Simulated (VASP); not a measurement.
# YAuS2 (P4/mmm) in VASP: notebook

Runs on YAuS2. Level: PBE. Tasks: single point, relaxation of cell and atoms.

Everything below comes from runs of VASP 6.6.1. Logs are shortened: lines on timing, memory, paths and dates and some standing lists are left out, and cuts for length are marked.

## 1. The cell of the first run

The structure is tetragonal, space group P4/mmm (No. 123). Conventional cell: a = 4.752 Å, b = 4.752 Å, c = 3.396 Å, α = 90.00°, β = 90.00°, γ = 90.00°. Y (site symmetry 4/mmm) has 8 S at 2.92 Å and 2 Y at 3.40 Å and 8 Au at 3.76 Å within 3.8 Å. Within 3.1 Å of S (site symmetry mmm) lie 2 Au at 2.38 Å and 4 Y at 2.92 Å. Within 3.1 Å of Au (site symmetry 4/mmm) lie 4 S at 2.38 Å.

## 2. Single point, PBE

The input, INCAR:

```
PREC = Accurate
ENCUT = 520
EDIFF = 1E-6
ISMEAR = 0
SIGMA = 0.1
LREAL = False
LASPH = True
NELM = 100
ALGO = Normal
ISIF = 2
LWAVE = False
LCHARG = True
GGA = PE
LELF = True
LVHAR = True
NBANDS = 25
```

The input, KPOINTS:

```
Automatic mesh
0
Gamma
  4 4 6
```

The input, POSCAR:

```
YAuS2
1.0
    4.7520000000      0.0000000000      0.0000000000
    0.0000000000      4.7520000000      0.0000000000
    0.0000000000      0.0000000000      3.3960265000
Y S Au
1 2 1
Direct
    0.5000000000      0.5000000000      0.5000000000
    0.5000000000      0.0000000000      0.0000000000
    0.0000000000      0.5000000000      0.0000000000
    0.0000000000      0.0000000000      0.0000000000
```

Potentials or basis: VASP PAW PBE potentials, release 64 (Y_sv, S, Au).

The run is started by

```
cat potpaw_PBE.64/Y_sv/POTCAR potpaw_PBE.64/S/POTCAR potpaw_PBE.64/Au/POTCAR > POTCAR
mpirun -np 1 vasp_std > vasp.out
```

OUTCAR:

```text
PREC = Accurate
   ENCUT = 520
   EDIFF = 1E-6
   ISMEAR = 0
   LREAL = False
   LASPH = True
   NELM = 100
   ISIF = 2
   GGA = PE

 ion  position               nearest neighbor table
   1  0.500  0.500  0.500-   2 2.92   3 2.92   2 2.92   3 2.92   2 2.92   2 2.92   3 2.92   3 2.92
                             4 3.76   4 3.76   4 3.76   4 3.76   4 3.76   4 3.76   4 3.76   4 3.76
   2  0.500  0.000  0.000-   4 2.38   4 2.38   1 2.92   1 2.92   1 2.92   1 2.92
   3  0.000  0.500  0.000-   4 2.38   4 2.38   1 2.92   1 2.92   1 2.92   1 2.92
   4  0.000  0.000  0.000-   2 2.38   3 2.38   3 2.38   2 2.38   1 3.76   1 3.76   1 3.76   1 3.76
                             1 3.76   1 3.76   1 3.76   1 3.76

  LATTYP: Found a simple tetragonal cell.
 ALAT       =     4.7520000000
 C/A-ratio  =     0.7146520412

  Lattice vectors:

 A1 = (   4.7520000000,   0.0000000000,   0.0000000000)
 A2 = (   0.0000000000,   4.7520000000,   0.0000000000)
 A3 = (   0.0000000000,   0.0000000000,   3.3960265000)

Analysis of symmetry for initial positions (statically):
=====================================================================
 Subroutine PRICEL returns:
 Original cell was already a primitive cell.

 Routine SETGRP: Setting up the symmetry group for a
 simple tetragonal supercell.

 Subroutine GETGRP returns: Found 16 space group operations
 (whereof 16 operations were pure point group operations)
 out of a pool of 16 trial point group operations.

The static configuration has the point symmetry D_4h.

Analysis of symmetry for dynamics (positions and initial velocities):
=====================================================================
 Subroutine PRICEL returns:
 Original cell was already a primitive cell.

 Routine SETGRP: Setting up the symmetry group for a
 simple tetragonal supercell.

 Subroutine GETGRP returns: Found 16 space group operations
 (whereof 16 operations were pure point group operations)
 out of a pool of 16 trial point group operations.

The dynamic configuration has the point symmetry D_4h.

 Subroutine INISYM returns: Found 16 space group operations
 (whereof 16 operations are pure point group operations),
 and found     1 'primitive' translations

----------------------------------------------------------------------------------------

                                     Primitive cell

  volume of cell :      76.6874

  direct lattice vectors                    reciprocal lattice vectors
     4.752000000  0.000000000  0.000000000     0.210437710  0.000000000  0.000000000
     0.000000000  4.752000000  0.000000000     0.000000000  0.210437710  0.000000000
[... 91 lines left out ...]
   NSW    =      0    number of steps for IOM
   IBRION =     -1    ionic relax: 0-MD 1-quasi-New 2-CG
   NFREE  =      0    steps in history (QN), initial steepest desc. (CG)
   ISIF   =      2    stress and relaxation
   ISYM   =      2    0-nonsym 1-usesym 2-fastsym
   POTIM  = 0.5000    time-step for ionic-motion
   TEBEG  =    0.0;   TEEND  =   0.0 temperature during run
   PSTRESS=    0.0 pullay stress
   NELECT =      34.0000    total number of electrons
   NUPDOWN=      -1.0000    fix difference up-down
   EMIN   =  10.00;   EMAX   =-10.00  energy-range for DOS
   EFERMI =   0.00;   METHOD = LEGACY
   ISMEAR =     0;   SIGMA  =   0.10  broadening in eV -4-tet -1-fermi 0-gaus
   EFERMI_NEDOS =   21; number of points for ismear=-14 and -15
   IALGO  =     38    algorithm
   IMIX   =      4    mixing-type and parameters
     AMIX     =   0.40;   BMIX     =  1.00
     AMIX_MAG =   1.60;   BMIX_MAG =  1.00
  volume/ion in A,a.u.               =      19.17       129.38
  Fermi-wavevector in a.u.,A,eV,Ry     =   1.248322  2.358986 21.202052  1.558307
  Thomas-Fermi vector in A             =   2.382413
   LORBIT       =      0    0 simple, 1 ext, 2 COOP (PROOUT), +10 PAW based schemes
   GGA     = PE    functional components
   LHFCALC =     F    Hartree Fock is set to
   AEXX    =    0.0000 exact exchange contribution
   IVDW    =     0    specifies the selected vdW correction
   LEPSILON=     F    determine dielectric tensor
   LRPA    =     F    only Hartree local field effects (RPA)
 non-spin polarized calculation
 Gauss-broadening in eV      SIGMA  =   0.10
  energy-cutoff  :      520.00
  volume of cell :       76.69
 maximum number of plane-waves:      2092
 NGX is ok and might be reduce to    36
   NGX = 17   NGY = 17   NGZ = 13

 number of electron      34.0000008 magnetization

 Free energy of the ion-electron system (eV)
  ---------------------------------------------------
  ext. energy  EPLUGINS =         0.00000000
  ---------------------------------------------------
  free energy    TOTEN  =       -21.42205399 eV

  energy without entropy =      -21.41092232  energy(sigma->0) =      -21.41648816

 E-fermi :   7.3233     XC(G=0): -10.8706

 val. band max:        7.3150682993   @ k =   0.2500   0.2500   0.5000
 cond. band min:       7.3997901122   @ k =   0.5000   0.2500   0.1667
 fundamental gap:      0.0847218129
 Fermi energy:         7.3232537508

 k-point     1 :       0.0000    0.0000    0.0000
  band No.  band energies     occupation
      1     -36.3111      2.00000
      2     -16.3265      2.00000
      3     -16.3265      2.00000
      4     -15.9978      2.00000
      5      -7.8746      2.00000
      6      -6.5803      2.00000
[... 661 lines left out ...]
     24      13.2990      0.00000
     25      14.0775      0.00000

------------------------ aborting loop because EDIFF is reached ----------------------------------------

  FORCE on cell =-STRESS in cart. coord.  units (eV):
  Direction    XX          YY          ZZ          XY          YZ          ZX
  --------------------------------------------------------------------------------------
  -------------------------------------------------------------------------------------
  Total        4.9817444      4.9817444      3.0266599      0.0000000      0.0000000      0.0000000
  in kB      104.0801930    104.0801930     63.2339447      0.0000000      0.0000000      0.0000000
  external PRESSURE =      90.4647769 kB  Pullay stress =       0.0000000 kB

 VOLUME and BASIS-vectors are now :
 -----------------------------------------------------------------------------
  energy-cutoff  :      520.00
  volume of cell :       76.69
      direct lattice vectors                 reciprocal lattice vectors
     4.752000000  0.000000000  0.000000000     0.210437710  0.000000000  0.000000000
     0.000000000  4.752000000  0.000000000     0.000000000  0.210437710  0.000000000
     0.000000000  0.000000000  3.396026500     0.000000000  0.000000000  0.294461778

 POSITION                                       TOTAL-FORCE (eV/Angst)
 -----------------------------------------------------------------------------------
      2.37600      2.37600      1.69801         0.000000      0.000000      0.000000
      2.37600      0.00000      0.00000         0.000000      0.000000      0.000000
      0.00000      2.37600      0.00000         0.000000      0.000000      0.000000
      0.00000      0.00000      0.00000         0.000000      0.000000      0.000000
 -----------------------------------------------------------------------------------
    total drift:                                0.000000      0.000000     -0.000000

  FREE ENERGIE OF THE ION-ELECTRON SYSTEM (eV)
  ---------------------------------------------------
  free  energy   TOTEN  =       -21.4220539939 eV

  energy  without entropy=      -21.4109223218  energy(sigma->0) =      -21.41648816
```

OSZICAR:

```text
N       E                     dE             d eps       ncg     rms          rms(c)
DAV:   1     0.188775986647E+03    0.18878E+03   -0.16583E+04  1200   0.129E+03
DAV:   2    -0.117422992207E+02   -0.20052E+03   -0.19095E+03  1426   0.288E+02
DAV:   3    -0.232874441454E+02   -0.11545E+02   -0.11370E+02  1914   0.575E+01
DAV:   4    -0.236445694618E+02   -0.35713E+00   -0.35637E+00  1668   0.840E+00
DAV:   5    -0.236490784835E+02   -0.45090E-02   -0.45085E-02  1660   0.911E-01    0.272E+01
DAV:   6    -0.215312852839E+02    0.21178E+01   -0.62518E+00  1391   0.195E+01    0.211E+01
DAV:   7    -0.214817094139E+02    0.49576E-01   -0.15085E+00  1520   0.728E+00    0.113E+01
DAV:   8    -0.214219304583E+02    0.59779E-01   -0.25720E-01  1484   0.316E+00    0.272E+00
DAV:   9    -0.214224928666E+02   -0.56241E-03   -0.16295E-02  1513   0.759E-01    0.710E-01
DAV:  10    -0.214223532462E+02    0.13962E-03   -0.40153E-03  1435   0.418E-01    0.421E-01
DAV:  11    -0.214220524635E+02    0.30078E-03   -0.91997E-04  1445   0.251E-01    0.985E-02
DAV:  12    -0.214220555722E+02   -0.31086E-05   -0.78072E-05  1557   0.512E-02    0.566E-02
DAV:  13    -0.214220535013E+02    0.20708E-05   -0.12838E-05  1448   0.250E-02    0.109E-02
DAV:  14    -0.214220539939E+02   -0.49252E-06   -0.54389E-07   879   0.583E-03
   1 F= -.21422054E+02 E0= -.21416488E+02  d E =-.111317E-01
```

stdout:

```text
POSCAR found type information on POSCAR Y S Au
 POSCAR found :  3 types and       4 ions
 scaLAPACK will be used
 LDA part: xc-table for (Slater+PW92), standard interpolation
 POSCAR, INCAR and KPOINTS ok, starting setup
 FFT: planning ... GRIDC
 FFT: planning ... GRID_SOFT
 FFT: planning ... GRID
 WAVECAR not read
 entering main loop
```

Run time: 76 s. Hardware: 1 thread of Intel Xeon 8259CL, shared host; peak memory 0.22 GiB.

What came out:

| Property | Result |
| --- | --- |
| Free energy | -21.4221 eV |
| Pressure | 9.0 GPa |
| Band gap on the k mesh | zero (bands 17 and 18 overlap by 2.70 eV) |

Levels at points of the mesh, in eV from the Fermi level:
```tsv
k point	band 14	band 15	band 16	band 17	band 18	band 19	band 20	band 21
(0.00, 0.00, 0.00)	-2.69	-2.69	-2.34	-1.92	-1.42	-0.14	1.63	2.42
(0.50, 0.00, 0.00)	-2.96	-2.54	-2.36	-0.81	-0.13	2.33	2.37	2.47
(0.50, 0.50, 0.00)	-3.02	-1.39	-1.39	0.87	2.76	2.87	4.28	4.28
(0.00, 0.00, 0.50)	-3.96	-3.70	-2.86	-2.86	1.06	2.07	3.90	4.63
(0.50, 0.00, 0.50)	-3.67	-3.16	-3.14	-1.60	1.61	1.67	1.81	1.94
(0.50, 0.50, 0.50)	-2.67	-2.58	-1.75	-1.35	1.29	1.40	1.40	1.64
```

Caveat: the cell stands under pressure; spin-orbit coupling is left out, which moves the levels of the heavy elements.

## 3. Single point, PBE

This run uses another cell than the first one, of 21.06 Å³/atom.

The input, INCAR:

```
SYSTEM = YAuS2
  PREC = Accurate
  ENCUT = 520
  EDIFF = 1E-7
  ISMEAR = 0
  SIGMA = 0.1
  LREAL = .FALSE.
  LASPH = .TRUE.
  NELM = 100
  ALGO = Normal
  ISIF = 2
  LWAVE = .FALSE.
  LCHARG = .FALSE.
  GGA = PE
  NBANDS = 25
```

The input, KPOINTS:

```
Automatic mesh
0
G
  4 4 6
  0 0 0
```

The input, POSCAR:

```
YAuS2
1.0
    4.9003660948      0.0000000000      0.0000000000
    0.0000000000      4.9003660948      0.0000000000
    0.0000000000      0.0000000000      3.5077551192
Y S Au
1 2 1
Direct
    0.5000000000      0.5000000000      0.5000000000
    0.5000000000      0.0000000000      0.0000000000
    0.0000000000      0.5000000000      0.0000000000
    0.0000000000      0.0000000000      0.0000000000
```

Potentials or basis: VASP PAW PBE potentials, release 64 (Y_sv, S, Au).

The run is started by

```
cat potpaw_PBE.64/Y_sv/POTCAR potpaw_PBE.64/S/POTCAR potpaw_PBE.64/Au/POTCAR > POTCAR
mpirun -np 1 vasp_std > vasp.out
```

It took 86 s on 1 thread of Intel Xeon 8259CL, shared host; peak memory 0.22 GiB.

It converged, with:

```
Free energy            : -21.6171 eV
Pressure               : -0.2 GPa
Band gap on the k mesh : zero (bands 17 and 18 overlap by 2.53 eV)
```

Levels at points of the mesh, in eV from the Fermi level:
| k point | band 15 | band 16 | band 17 | band 18 | band 19 | band 20 |
| --- | --- | --- | --- | --- | --- | --- |
| (0.00, 0.00, 0.00) | -2.52 | -2.20 | -1.74 | -1.37 | -0.25 | 1.53 |
| (0.50, 0.00, 0.00) | -2.35 | -2.27 | -0.87 | -0.06 | 2.14 | 2.14 |
| (0.50, 0.50, 0.00) | -1.36 | -1.36 | 0.79 | 2.34 | 2.56 | 4.10 |
| (0.00, 0.00, 0.50) | -3.44 | -2.65 | -2.65 | 0.81 | 1.92 | 3.81 |
| (0.50, 0.00, 0.50) | -2.92 | -2.89 | -1.61 | 1.51 | 1.58 | 1.79 |
| (0.50, 0.50, 0.50) | -2.49 | -1.67 | -0.91 | 1.23 | 1.27 | 1.27 |

Caveat: spin-orbit coupling is left out, which moves the levels of the heavy elements.

## 4. Relaxation of cell and atoms, PBE

The input, INCAR:

```
PREC = Accurate
ENCUT = 600
EDIFF = 1E-6
ISMEAR = 0
SIGMA = 0.1
LREAL = False
LASPH = True
NELM = 100
ALGO = Normal
ISIF = 3
LWAVE = False
LCHARG = False
GGA = PE
IBRION = 2
NSW = 90
EDIFFG = -0.04
```

The input, KPOINTS:

```
regular mesh
0
Gamma
  4 4 6
```

The input, POSCAR:

```
YAuS2
1.0
    4.7520000000      0.0000000000      0.0000000000
    0.0000000000      4.7520000000      0.0000000000
    0.0000000000      0.0000000000      3.3960265000
Y S Au
1 2 1
Direct
    0.5000000000      0.5000000000      0.5000000000
    0.5000000000      0.0000000000      0.0000000000
    0.0000000000      0.5000000000      0.0000000000
    0.0000000000      0.0000000000      0.0000000000
```

Potentials or basis: VASP PAW PBE potentials, release 64 (Y_sv, S, Au).

The run is started by

```
cat potpaw_PBE.64/Y_sv/POTCAR potpaw_PBE.64/S/POTCAR potpaw_PBE.64/Au/POTCAR > POTCAR
mpirun -np 1 vasp_std > vasp.out
```

OUTCAR:

```text
PREC = Accurate
   ENCUT = 600
   EDIFF = 1E-6
   ISMEAR = 0
   LREAL = False
   LASPH = True
   NELM = 100
   ISIF = 3
   GGA = PE
   IBRION = 2
   NSW = 90
   EDIFFG = -0.04

 ion  position               nearest neighbor table
   1  0.500  0.500  0.500-   2 2.92   3 2.92   2 2.92   3 2.92   2 2.92   2 2.92   3 2.92   3 2.92
                             4 3.76   4 3.76   4 3.76   4 3.76   4 3.76   4 3.76   4 3.76   4 3.76
   2  0.500  0.000  0.000-   4 2.38   4 2.38   1 2.92   1 2.92   1 2.92   1 2.92
   3  0.000  0.500  0.000-   4 2.38   4 2.38   1 2.92   1 2.92   1 2.92   1 2.92
   4  0.000  0.000  0.000-   2 2.38   3 2.38   3 2.38   2 2.38   1 3.76   1 3.76   1 3.76   1 3.76
                             1 3.76   1 3.76   1 3.76   1 3.76

[... 196 lines left out ...]
  -------------------------------------------------------------------------------------
  Total        5.0044518      5.0044518      3.0529251      0.0000000     -0.0000000      0.0000000
  in kB      104.5546036    104.5546036     63.7826844      0.0000000     -0.0000000      0.0000000
  external PRESSURE =      90.9639639 kB  Pullay stress =       0.0000000 kB
[... 177 lines left out ...]
--------------------------------------- Ionic step        6  -------------------------------------------

 number of electron      33.9999999 magnetization

 Free energy of the ion-electron system (eV)
  ---------------------------------------------------
  ext. energy  EPLUGINS =         0.00000000
  ---------------------------------------------------
  free energy    TOTEN  =       -21.61627751 eV

  energy without entropy =      -21.60551923  energy(sigma->0) =      -21.61089837

 E-fermi :   6.3346     XC(G=0): -10.4216

 val. band max:        6.2759848136   @ k =   0.2500   0.0000   0.1667
 cond. band min:       6.3480857360   @ k =   0.5000   0.2500   0.1667
 fundamental gap:      0.0721009224
 Fermi energy:         6.3345789660

 k-point     1 :       0.0000    0.0000    0.0000
  band No.  band energies     occupation
      1     -37.6487      2.00000
      2     -17.6129      2.00000
      3     -17.6129      2.00000
      4     -17.3451      2.00000
      5      -8.2271      2.00000
      6      -7.0805      2.00000
[... 596 lines left out ...]
  FREE ENERGIE OF THE ION-ELECTRON SYSTEM (eV)
  ---------------------------------------------------
  free  energy   TOTEN  =       -21.6162775108 eV

  energy  without entropy=      -21.6055192289  energy(sigma->0) =      -21.61089837

 reached required accuracy - stopping structural energy minimisation
```

OSZICAR:

```text
N       E                     dE             d eps       ncg     rms          rms(c)
DAV:   1     0.215822625215E+03    0.21582E+03   -0.18437E+04  1008   0.171E+03
[... 58 lines left out ...]
       N       E                     dE             d eps       ncg     rms          rms(c)
DAV:   1    -0.216182017122E+02   -0.21097E-02   -0.63118E-02  1018   0.173E+00    0.361E-01
DAV:   2    -0.216167664561E+02    0.14353E-02   -0.63398E-03  1151   0.656E-01    0.183E-01
DAV:   3    -0.216164095395E+02    0.35692E-03   -0.69819E-04  1155   0.226E-01    0.601E-02
DAV:   4    -0.216162757208E+02    0.13382E-03   -0.58995E-04  1433   0.138E-01    0.553E-02
DAV:   5    -0.216162781744E+02   -0.24536E-05   -0.48899E-05  1356   0.339E-02    0.495E-02
DAV:   6    -0.216162775108E+02    0.66364E-06   -0.20751E-06   899   0.103E-02
   6 F= -.21616278E+02 E0= -.21610898E+02  d E =-.534594E-02
```

CONTCAR:

```text
YAuS2
   1.00000000000000
     4.8942485160878100    0.0000000000000000    0.0000000000000000
     0.0000000000000000    4.8942485160878100    0.0000000000000000
     0.0000000000000000   -0.0000000000000000    3.5039519197692726
  Y               S               Au
     1     2     1
Direct
     0.5000000000000000    0.5000000000000000    0.5000000000000000
     0.5000000000000000    0.0000000000000000    0.0000000000000000
     0.0000000000000000    0.5000000000000000    0.0000000000000000
     0.0000000000000000    0.0000000000000000    0.0000000000000000

  0.00000000E+00  0.00000000E+00  0.00000000E+00
  0.00000000E+00  0.00000000E+00  0.00000000E+00
  0.00000000E+00  0.00000000E+00  0.00000000E+00
  0.00000000E+00  0.00000000E+00  0.00000000E+00
```

It took 5.6 min on 1 thread of Intel Xeon 8259CL, shared host; peak memory 0.25 GiB.

Results:

```
Free energy                           : -21.6163 eV
Relaxed volume                        : 20.98 Å³/atom
Relaxed cell                          : a = 4.894 Å, b = 4.894 Å, c = 3.504 Å, α = 90.00°, β = 90.00°, γ = 90.00°
Space group after relaxing (to 0.1 Å) : P4/mmm (No. 123)
Energy gained by relaxing             : 48.4 meV/atom
Ionic steps                           : 6
Pressure after relaxing               : 0.2 GPa
Band gap on the k mesh                : zero (bands 17 and 18 overlap by 2.54 eV)
```

The path:
```
step  energy change (eV)  largest force (eV/Å)  pressure (GPa)  volume (Å³)
   1              0.0000                0.0000            9.10        76.69
   2             -0.0754                0.0000           -5.12        89.40
   3             -0.1881                0.0000            0.17        83.51
   4             -0.1881                0.0000            0.32        83.37
   5             -0.1932                0.0000            0.21        83.82
   6             -0.1934                0.0000            0.16        83.93
```

Final structure:
```cif
data_structure
_symmetry_space_group_name_H-M 'P 1'
_symmetry_Int_Tables_number 1
_cell_length_a 4.8942
_cell_length_b 4.8942
_cell_length_c 3.5040
_cell_angle_alpha 90.000
_cell_angle_beta 90.000
_cell_angle_gamma 90.000
_cell_volume 83.93
loop_
_atom_site_label
_atom_site_type_symbol
_atom_site_fract_x
_atom_site_fract_y
_atom_site_fract_z
_atom_site_occupancy
Y1 Y 0.50000 0.50000 0.50000 1
S1 S 0.50000 0.00000 0.00000 1
S2 S 0.00000 0.50000 0.00000 1
Au1 Au 0.00000 0.00000 0.00000 1
```

Caveat: spin-orbit coupling is left out, which moves the levels of the heavy elements.

## 5. Summary

```csv
task,cell,cutoff (eV),gap on the mesh (eV),pressure (GPa)
single point,"a = 4.752, b = 4.752, c = 3.396 Å, 4 atoms",520,none,9.0
single point,"a = 4.900, b = 4.900, c = 3.508 Å, 4 atoms",520,none,-0.2
relaxation of cell and atoms,"relaxed from a = 4.752, b = 4.752, c = 3.396 Å, 4 atoms",600,none,0.2
```

Alike in all rows: level PBE; potentials or basis VASP PAW PBE potentials, release 64 (Y_sv, S, Au); no spin polarisation; k mesh 4 × 4 × 6; smearing gaussian 0.1 eV.

Caveats: spin-orbit coupling is left out, which moves the levels of the heavy elements; the cell stands under pressure (at least some runs).

Absolute energies hang on the potentials; compare differences alone.
